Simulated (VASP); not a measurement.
Input of a VASP 6.6.1 run:

POSCAR

```
CdS
1.0
    0.0000000000      2.9165000000      2.9165000000
    2.9165000000      0.0000000000      2.9165000000
    2.9165000000      2.9165000000      0.0000000000
Cd S
1 1
Direct
    0.0000000000      0.0000000000      0.0000000000
    0.7500000000      0.7500000000      0.7500000000
```

INCAR.step1

```
SYSTEM = CdS
PREC = Accurate ; ENCUT = 520
EDIFF = 1E-5 ; ISMEAR = -1
SIGMA = 0.05 ; LREAL = .FALSE.
LASPH = .TRUE. ; NELM = 80
ALGO = Normal ; ISIF = 2
LWAVE = .TRUE. ; LCHARG = .FALSE.
GGA = PE ; NBANDS = 16
```

The input INCAR.step2:

```
SYSTEM = CdS
PREC = Accurate ; ENCUT = 520
EDIFF = 1E-7 ; ISMEAR = -1
SIGMA = 0.05 ; LREAL = .FALSE.
LASPH = .TRUE. ; NELM = 80
ALGO = Normal ; ISIF = 2
LWAVE = .FALSE. ; LCHARG = .FALSE.
GGA = B3 ; LHFCALC = .TRUE.
AEXX = 0.2 ; AGGAX = 0.72
AGGAC = 0.81 ; ALDAC = 0.19
PRECFOCK = Normal ; ISTART = 1
NBANDS = 16
```

File KPOINTS:

```
Automatic mesh
0
G
  4 4 4
  0 0 0
```

Potentials or basis: VASP PAW PBE potentials, release 64 (Cd, S).

The run is started by

```bash
$ cat potpaw_PBE.64/Cd/POTCAR potpaw_PBE.64/S/POTCAR > POTCAR
$ cp INCAR.step1 INCAR
$ mpirun -np 1 vasp_std > vasp.out
$ cp INCAR.step2 INCAR
$ mpirun -np 1 vasp_std > vasp.out
```

**Question.** What does it give for the band gap on the k mesh?

**Answer.** 2.51 eV, direct.

**Question.** Predict the pressure.

**Answer.** 4.8 GPa.

Caveat: the k points lie up to 0.47 Å⁻¹ apart; the PAW data sets were made with another functional, which shifts forces and pressure a little.
